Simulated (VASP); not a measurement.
## C: single point with PBEsol

C:

```
C
1.0
     0.00000    1.75927    1.75927
     1.75927    0.00000    1.75927
     1.75927    1.75927    0.00000
C
2
Direct
  0.00000 0.00000 0.00000
  0.25000 0.25000 0.25000
```

```json
{
 "Program": "VASP 6.6.1",
 "Task": "single point",
 "Functional": "PBEsol",
 "Potentials or basis": "VASP PAW PBE potentials, release 64 (C)",
 "Cutoff": "520 eV",
 "k mesh": "9 × 9 × 9",
 "Occupations": "gaussian, width 0.01 eV",
 "Spin": "no spin polarisation",
 "Dipole correction": "no",
 "Further INCAR settings": "ALGO = Normal; EDIFF = 1e-06; NBANDS = 11"
}
```

The pressure is 15.5 GPa. The band gap on the k mesh is 4.13 eV, indirect (least direct gap 5.65 eV).

Levels at points of the mesh, in eV from the valence-band top:
```csv
k point,band 2,band 3,band 4,band 5,band 6,band 7
"(0.00, 0.00, 0.00)",0.00,0.00,0.00,5.65,5.65,5.65
```

Run time: 3.6 s on 1 thread of Intel(R) Xeon(R) 6975P-C (Granite Rapids) (shared host), peak memory 0.11 GiB.

Caveat: the PAW data sets were made with another functional, which shifts forces and pressure a little. Expect the measured gap to be larger: semilocal functionals such as PBEsol lack the derivative discontinuity.
